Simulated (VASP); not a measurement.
# Pd in VASP: single point with revPBE

Aim: the single point of Pd with revPBE.

Program: VASP 6.6.1. These are calculated values, not measurements. Logs are shortened: lines on timing, memory, paths and dates and some standing lists are left out, and cuts for length are marked.

## (1) The cell of the first run

The cell holds a single atom in a box, 1 atom: a = 14.000 Å, b = 14.400 Å, c = 14.800 Å, α = 90.00°, β = 90.00°, γ = 90.00°.

## (2) Single point, revPBE, collinear spin

Contents of INCAR:

```
PREC = Accurate
ENCUT = 520
EDIFF = 1E-6
ISMEAR = -1
SIGMA = 0.01
LREAL = F
LASPH = T
NELM = 150
ALGO = Normal
ISIF = 2
LWAVE = F
LCHARG = F
ISPIN = 2
MAGMOM = 2
LORBIT = 11
LMAXMIX = 4
GGA = RE
ISYM = 0
NBANDS = 15
```

Contents of KPOINTS:

```
regular mesh
0
Gamma
  1 1 1
```

Contents of POSCAR:

```
Pd
1.0
   14.0000000000      0.0000000000      0.0000000000
    0.0000000000     14.4000000000      0.0000000000
    0.0000000000      0.0000000000     14.8000000000
Pd
1
Direct
    0.5000000000      0.5000000000      0.5000000000
```

Potentials or basis: VASP PAW PBE potentials, release 64 (Pd).

The run is started by

```console
$ cat potpaw_PBE.64/Pd/POTCAR > POTCAR
$ mpirun -np 1 vasp_gam > vasp.out
```

OUTCAR:

```text
PREC = Accurate
   ENCUT = 520
   EDIFF = 1E-6
   ISMEAR = -1
   LREAL = F
   LASPH = T
   NELM = 150
   ISIF = 2
   ISPIN = 2
   LORBIT = 11
   GGA = RE
   ISYM = 0

 ion  position               nearest neighbor table
   1  0.500  0.500  0.500-

IMPORTANT INFORMATION: All symmetrisations will be switched off!
NOSYMM: (Re-)initialisation of all symmetry stuff for point group C_1.

----------------------------------------------------------------------------------------

                                     Primitive cell

  volume of cell :    2983.6800

  direct lattice vectors                    reciprocal lattice vectors
    14.000000000  0.000000000  0.000000000     0.071428571  0.000000000  0.000000000
     0.000000000 14.400000000  0.000000000     0.000000000  0.069444444  0.000000000
     0.000000000  0.000000000 14.800000000     0.000000000  0.000000000  0.067567568

  length of vectors
    14.000000000 14.400000000 14.800000000     0.071428571  0.069444444  0.067567568

  position of ions in fractional coordinates (direct lattice)
     0.500000000  0.500000000  0.500000000

  ion indices of the primitive-cell ions
   primitive index   ion index
                 1           1

----------------------------------------------------------------------------------------

 KPOINTS: regular mesh

Automatic generation of k-mesh.
 Grid dimensions read from file:
 generate k-points for:    1    1    1

 Generating k-lattice:

  Cartesian coordinates                     Fractional coordinates (reciprocal lattice)
     0.071428571  0.000000000  0.000000000     1.000000000  0.000000000  0.000000000
     0.000000000  0.069444444  0.000000000     0.000000000  1.000000000  0.000000000
     0.000000000  0.000000000  0.067567568     0.000000000  0.000000000  1.000000000

  Length of vectors
     0.071428571  0.069444444  0.067567568

  Shift w.r.t. Gamma in fractional coordinates (k-lattice)
     0.000000000  0.000000000  0.000000000

 Subroutine IBZKPT returns following result:
 ===========================================

 Found      1 irreducible k-points:

 Following reciprocal coordinates:
            Coordinates               Weight
  0.000000  0.000000  0.000000      1.000000
   k-points           NKPTS =      1   k-points in BZ     NKDIM =      1   number of bands    NBANDS=     15
   number of dos      NEDOS =    301   number of ions     NIONS =      1
   total plane-waves  NPLWV = ******
   dimension x,y,z NGX =   108 NGY =  108 NGZ =  112
   dimension x,y,z NGXF=   216 NGYF=  216 NGZF=  224
   ions per type =               1
   NGX,Y,Z   is equivalent  to a cutoff of  12.82, 12.47, 12.58 a.u.
   NGXF,Y,Z  is equivalent  to a cutoff of  25.65, 24.94, 25.16 a.u.
 SYSTEM =  unknown system
   PREC   = accura    normal or accurate (medium, high low for compatibility)
   ISTART =      0    job   : 0-new  1-cont  2-samecut
   ICHARG =      2    charge: 1-file 2-atom 10-const
   ISPIN  =      2    spin polarized calculation?
   LNONCOLLINEAR =      F non collinear calculations
   LSORBIT =      F    spin-orbit coupling
   LASPH  =      T    aspherical Exc in radial PAW
   ENCUT  =  520.0 eV  38.22 Ry    6.18 a.u.  26.03 26.77 27.52*2*pi/ulx,y,z
   NELM   =    150;   NELMIN=  2; NELMDL= -5     # of ELM steps
   EDIFF  = 0.1E-05   stopping-criterion for ELM
   LREAL  =      F    real-space projection
   EDIFFG = 0.1E-04   stopping-criterion for IOM
   NSW    =      0    number of steps for IOM
   IBRION =     -1    ionic relax: 0-MD 1-quasi-New 2-CG
   NFREE  =      0    steps in history (QN), initial steepest desc. (CG)
   ISIF   =      2    stress and relaxation
   ISYM   =      0    0-nonsym 1-usesym 2-fastsym
   POTIM  = 0.5000    time-step for ionic-motion
   TEBEG  =    0.0;   TEEND  =   0.0 temperature during run
   PSTRESS=    0.0 pullay stress
   NELECT =      10.0000    total number of electrons
   NUPDOWN=      -1.0000    fix difference up-down
   EMIN   =  10.00;   EMAX   =-10.00  energy-range for DOS
   EFERMI =   0.00;   METHOD = LEGACY
   ISMEAR =    -1;   SIGMA  =   0.01  broadening in eV -4-tet -1-fermi 0-gaus
   EFERMI_NEDOS =   21; number of points for ismear=-14 and -15
   IALGO  =     38    algorithm
   IMIX   =      4    mixing-type and parameters
     AMIX     =   0.40;   BMIX     =  1.00
     AMIX_MAG =   1.60;   BMIX_MAG =  1.00
  volume/ion in A,a.u.               =    2983.68     20134.87
  Fermi-wavevector in a.u.,A,eV,Ry     =   0.244995  0.462974  0.816657  0.060023
  Thomas-Fermi vector in A             =   1.055438
   LORBIT       =     11    0 simple, 1 ext, 2 COOP (PROOUT), +10 PAW based schemes
   GGA     = RE    functional components
   LHFCALC =     F    Hartree Fock is set to
   AEXX    =    0.0000 exact exchange contribution
   IVDW    =     0    specifies the selected vdW correction
   LEPSILON=     F    determine dielectric tensor
   LRPA    =     F    only Hartree local field effects (RPA)
 spin polarized calculation
  energy-cutoff  :      520.00
  volume of cell :     2983.68
 maximum number of plane-waves:     40220
 NGX is ok and might be reduce to   108
   NGX = 53   NGY = 53   NGZ = 55

 number of electron      10.0000000 magnetization       0.0000478

 number of electron      10.0000000 magnetization      -0.0000252

 Free energy of the ion-electron system (eV)
  ---------------------------------------------------
  ext. energy  EPLUGINS =         0.00000000
  ---------------------------------------------------
  free energy    TOTEN  =        -1.51142396 eV

  energy without entropy =       -1.51142396  energy(sigma->0) =       -1.51142396

 E-fermi :  -3.5937     XC(G=0):  -0.3567

 val. band max:       -3.8607502521   @ k =   0.0000   0.0000   0.0000
 cond. band min:      -3.1631977503   @ k =   0.0000   0.0000   0.0000
 fundamental gap:      0.6975525018
 Fermi energy:        -3.5936673172

 spin component 1

 k-point     1 :       0.0000    0.0000    0.0000
  band No.  band energies     occupation
      1      -3.8609      1.00000
      2      -3.8609      1.00000
      3      -3.8608      1.00000
      4      -3.8608      1.00000
      5      -3.8608      1.00000
      6      -3.1632      0.00000
      7      -0.2511      0.00000
      8      -0.2451      0.00000
      9      -0.2383      0.00000
     10      -0.0260      0.00000
     11       0.6166      0.00000
     12       0.6513      0.00000
     13       0.7761      0.00000
     14       0.8557      0.00000
     15       0.8825      0.00000
 Fermi energy:        -3.5936673172

 spin component 2

 k-point     1 :       0.0000    0.0000    0.0000
  band No.  band energies     occupation
      1      -3.8609      1.00000
      2      -3.8609      1.00000
      3      -3.8608      1.00000
      4      -3.8608      1.00000
      5      -3.8608      1.00000
      6      -3.1632      0.00000
      7      -0.2517      0.00000
      8      -0.2462      0.00000
      9      -0.2396      0.00000
     10      -0.0340      0.00000
     11       0.6081      0.00000
     12       0.6423      0.00000
     13       0.7742      0.00000
     14       0.8389      0.00000
     15       0.8756      0.00000

------------------------ aborting loop because EDIFF is reached ----------------------------------------

  FORCE on cell =-STRESS in cart. coord.  units (eV):
  Direction    XX          YY          ZZ          XY          YZ          ZX
  --------------------------------------------------------------------------------------
  -------------------------------------------------------------------------------------
  Total       -0.0082811     -0.0080213     -0.0083914      0.0000172      0.0000038     -0.0000062
  in kB       -0.0044468     -0.0043073     -0.0045060      0.0000092      0.0000020     -0.0000033
  external PRESSURE =      -0.0044200 kB  Pullay stress =       0.0000000 kB

 VOLUME and BASIS-vectors are now :
 -----------------------------------------------------------------------------
  energy-cutoff  :      520.00
  volume of cell :     2983.68
      direct lattice vectors                 reciprocal lattice vectors
    14.000000000  0.000000000  0.000000000     0.071428571  0.000000000  0.000000000
     0.000000000 14.400000000  0.000000000     0.000000000  0.069444444  0.000000000
     0.000000000  0.000000000 14.800000000     0.000000000  0.000000000  0.067567568

 POSITION                                       TOTAL-FORCE (eV/Angst)
 -----------------------------------------------------------------------------------
      7.00000      7.20000      7.40000        -0.000000      0.000000     -0.000000
 -----------------------------------------------------------------------------------
    total drift:                               -0.000000      0.000000     -0.000000

  FREE ENERGIE OF THE ION-ELECTRON SYSTEM (eV)
  ---------------------------------------------------
  free  energy   TOTEN  =        -1.5114239615 eV

  energy  without entropy=       -1.5114239615  energy(sigma->0) =       -1.51142396

 total charge

# of ion       s       p       d       tot
------------------------------------------
    1        0.000   0.000   9.180   9.180

 magnetization (x)

# of ion       s       p       d       tot
------------------------------------------
    1        0.000  -0.000   0.000   0.000
```

Run time: 8.2 min. Hardware: 1 thread of AMD EPYC 7R13 (Zen 3), shared host; peak memory 2.8 GiB.

Results:

| Quantity | Value |
| --- | --- |
| Free energy | -1.5114 eV |
| Pressure | 0.0 GPa |
| Band gap on the k mesh | 0.70 eV |
| Net moment | 0.00 μB per cell |
| Valence electrons inside the program's atomic spheres | Pd 9.18 |

Caveat: the PAW data sets were made with another functional, which shifts forces and pressure a little.
